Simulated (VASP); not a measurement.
Input of a VASP 6.6.1 run:

File POSCAR:

```
CaO
1.0
    0.0000000000      2.3975473904      2.3975473904
    2.3975473904      0.0000000000      2.3975473904
    2.3975473904      2.3975473904      0.0000000000
Ca O
1 1
Direct
    0.0000000000      0.0000000000      0.0000000000
    0.5000000000      0.5000000000      0.5000000000
```

INCAR.step1

```
SYSTEM = CaO
PREC = Accurate ; ENCUT = 520
ISMEAR = 0 ; SIGMA = 0.01
LREAL = .FALSE. ; LASPH = .TRUE.
NELM = 80 ; NBANDS = 15
GGA = PE ; ALGO = Normal
EDIFF = 1E-4 ; LWAVE = .TRUE.
LCHARG = .FALSE.
```

Contents of INCAR.step2:

```
SYSTEM = CaO
PREC = Accurate ; ENCUT = 520
EDIFF = 1E-7 ; ISMEAR = 0
SIGMA = 0.01 ; LREAL = .FALSE.
LASPH = .TRUE. ; NELM = 80
ALGO = Normal ; ISIF = 2
LWAVE = .FALSE. ; LCHARG = .FALSE.
METAGGA = R2SCAN ; LMIXTAU = .TRUE.
NBANDS = 15 ; ISTART = 1
```

File KPOINTS:

```
Automatic mesh
0
G
  10 10 10
  0 0 0
```

Potentials or basis: VASP PAW PBE potentials, release 64 (Ca_sv, O).

Run with:

```sh
$ cat potpaw_PBE.64/Ca_sv/POTCAR potpaw_PBE.64/O/POTCAR > POTCAR
$ cp INCAR.step1 INCAR
$ mpirun -np 1 vasp_std > vasp.out
$ cp INCAR.step2 INCAR
$ mpirun -np 1 vasp_std > vasp.out
```

Problem. Estimate the pressure.

Solution. 1.1 GPa.

Problem. Predict the band gap on the k mesh.

Solution. 4.19 eV, indirect (least direct gap 4.56 eV).

Caveat: the PAW data sets were made with another functional, which shifts forces and pressure a little. A k mesh can miss the band edges.
